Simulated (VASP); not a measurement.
Wanted: the native input for a VASP 6.6.1 run.

| Item | Value |
| --- | --- |
| Task | single point |
| Functional | PBEsol |
| Potentials or basis | VASP PAW PBE potentials, release 64 (Mo_sv, S) |
| Cutoff | 520 eV |
| k mesh | 3 × 3 × 2 |
| Occupations | fermi-dirac, width 0.039 eV |
| Spin | no spin polarisation |
| Dipole correction | no |
| Further INCAR settings | ALGO = Normal; EDIFF = 1e-07; NBANDS = 64 |

The structure of MoS2 lies in POSCAR:

```
MoS2
1.0
    6.4404749029      0.0000000000      0.0000000000
   -3.2202374514      5.5776148783      0.0000000000
    0.0000000000      0.0000000000      5.9450268322
Mo S
4 8
Direct
    0.0052312773      0.0086303915     -0.0041210916
   -0.0011875409      0.4931591836      0.0075849952
    0.4996956354      0.0038122030     -0.0025337144
    0.4952122917      0.4970373646      0.0010960422
    0.1662587357      0.3270442725      0.2636919974
    0.3280337126      0.1662491980      0.7389314000
    0.1658538873      0.8314333458      0.2602940312
    0.3231453492      0.6646315819      0.7361004624
    0.6731812325      0.3292731822      0.2613900734
    0.8403648959      0.1732599007      0.7388703405
    0.6661049315      0.8298462875      0.2559043118
    0.8401947809      0.6703634226      0.7387529315
```

These files were run (other wordings do the same):

INCAR

```
SYSTEM = MoS2
PREC = Accurate
ENCUT = 520
EDIFF = 1E-7
ISMEAR = -1
SIGMA = 0.039
LREAL = .FALSE.
LASPH = .TRUE.
NELM = 60
ALGO = Normal
ISIF = 2
LWAVE = .FALSE.
LCHARG = .FALSE.
GGA = PS
NBANDS = 64
```

KPOINTS

```
Automatic mesh
0
G
  3 3 2
  0 0 0
```

Potentials or basis: VASP PAW PBE potentials, release 64 (Mo_sv, S).

Command:

```console
$ cat potpaw_PBE.64/Mo_sv/POTCAR potpaw_PBE.64/S/POTCAR > POTCAR
$ mpirun -np 1 vasp_std > vasp.out
```

Results of the run:

```yaml
Pressure: -3.1 GPa
Largest_force: 0.822 eV/Å
Band_gap_on_the_k_mesh: zero (bands 52 and 53 overlap by 0.70 eV)
```

Caveat: the k points lie up to 0.53 Å⁻¹ apart, too coarse for converged energies and pressures of a metal; the atoms stand as in a frame of molecular dynamics; the PAW data sets were made with another functional, which shifts forces and pressure a little.

It took 2.5 min on 1 thread of Intel(R) Xeon(R) Platinum 8488C (Sapphire Rapids), on a shared host, peak memory 0.36 GiB.
